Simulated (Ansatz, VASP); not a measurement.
**ZrH2 in VASP and in Ansatz**

```
CELL_PARAMETERS angstrom
0.00000 2.50198 2.50198
2.50198 0.00000 2.50198
2.50198 2.50198 0.00000
ATOMIC_POSITIONS crystal
Zr 0.00000 0.00000 0.00000
H 0.75000 0.75000 0.75000
H 0.25000 0.25000 0.25000
```

Alike in both runs: task single point; functional LDA; k mesh 10 × 10 × 10; occupations fermi-dirac, width 0.1 eV; no spin polarisation.

|  | VASP | Ansatz |
| --- | --- | --- |
| version | VASP 6.6.1 | Ansatz 0.2.0 |
| potentials or method | VASP PAW LDA potentials, release 64 (Zr_sv, H), cutoff 520 eV | plane waves, PAW |
| valence electrons in the cell | 14 | 14 |

|  | VASP | Ansatz | Ansatz less VASP |
| --- | --- | --- | --- |
| pressure (GPa) | -17.5 | -17.6 | -0.09 |

LDA's correlation is that of Perdew and Zunger in VASP and of Perdew and Wang (1992) in Ansatz. Ansatz's warnings: stress scf threshold loose.
